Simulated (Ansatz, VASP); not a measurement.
# One calculation of HfMoC2, two programs

File INCAR:

```
PREC     = Accurate       # precision mode
ENCUT    = 600            # plane-wave cutoff, eV
EDIFF    = 1E-7           # SCF threshold, eV
ISMEAR   = -1             # smearing method
SIGMA    = 0.05           # smearing width, eV
LREAL    = F              # projectors in reciprocal space
LASPH    = T              # aspherical terms in the spheres
NELM     = 150            # most SCF steps
ALGO     = Normal         # electronic algorithm
ISIF     = 3              # what is computed and relaxed
LWAVE    = F              # write WAVECAR
LCHARG   = F              # write CHGCAR
LMAXMIX  = 4              # l up to which the mixer works
LDAU     = T              # DFT+U
LDAUTYPE = 2            
LDAUL    = 2 2 -1         # shell
LDAUU    = 6 6 0          # U, eV
LDAUJ    = 0 0 0        
LDAUPRINT= 1            
GGA      = PS             # functional
IBRION   = 2              # ionic algorithm
NSW      = 60             # ionic steps
EDIFFG   = -0.01          # ionic threshold
```

KPOINTS

```
Automatic mesh
0
Gamma
  8 8 6
```

POSCAR

```
HfMoC2
1.0
    3.1914230000      0.0000000000      0.0000000000
    0.0000000000      3.1914230000      0.0000000000
    0.0000000000      0.0000000000      4.4851640000
Hf Mo C
1 1 2
Direct
    0.0000000000      0.0000000000      0.0000000000
    0.5000000000      0.5000000000      0.5000000000
    0.5000000000      0.5000000000      0.0000000000
    0.0000000000      0.0000000000      0.5000000000
```

Contents of input.yaml:

```yaml
crystal:
  lattice:
    - [3.191423, 0.0, 0.0]
    - [0.0, 3.191423, 0.0]
    - [0.0, 0.0, 4.485164]
  atoms:
    - { symbol: Hf, position: [0.0, 0.0, 0.0] }
    - { symbol: Mo, position: [0.5, 0.5, 0.5] }
    - { symbol: C, position: [0.5, 0.5, 0.0] }
    - { symbol: C, position: [0.0, 0.0, 0.5] }
hamiltonian:
  xc: pbesol
  pseudopotentials: { kind: paw }
  hubbard:
    sites:
      - { species: Hf, l: d, u_eff: 6.0 }
      - { species: Mo, l: d, u_eff: 6.0 }
kpoints:
  mp_grid: { grid: [8, 8, 6] }
scf:
  occupations: { method: fermi_dirac, width: 0.05 }
output:
  forces: true
  stress: true
  eigenvalues: true
  write_density: true
  write_potential: true
  elf: true
  volumetric_format: npy
relax:
  f_tol: 0.01
  max_steps: 40
  cell: { stress_tol: 0.05 }
```

Alike in both runs: task relaxation of cell and atoms; functional PBEsol; k mesh 8 × 8 × 6; occupations fermi-dirac, width 0.05 eV; no spin polarisation; Hubbard terms Hf d U = 6.0 eV, Mo d U = 6.0 eV.

```csv
,VASP,Ansatz
version,VASP 6.6.1,Ansatz 0.2.0
potentials or method,"VASP PAW PBE potentials, release 64 (Hf_pv, Mo_sv, C)",Ansatz PAW
plane-wave cutoff (eV),600,420
valence electrons in the cell,32,48
```

```tsv
	VASP	Ansatz	Ansatz less VASP
gap on the k mesh at the Fermi level, each at its own relaxed structure (eV)	none	none	-
relaxed volume (Å³/atom)	11.78	11.38	-0.395
relaxed cell length with the largest relative difference (Å)	3.224	3.182	-0.0418
```

VASP's potentials were made for PBE, not for PBEsol. The programs project onto different local orbitals, so the same U acts differently, and such runs can settle in different states. A gap of «none» marks a metal or a gap that the smearing closes. VASP's potentials hold 32 valence electrons a cell and Ansatz's 48, so a difference there can come from the potentials and not from the codes.

Spin-orbit coupling is off throughout. Noted on Ansatz's run: the plane-wave basis is chosen anew once the cell has moved, so the energies of steps on either side of that aren't comparable.
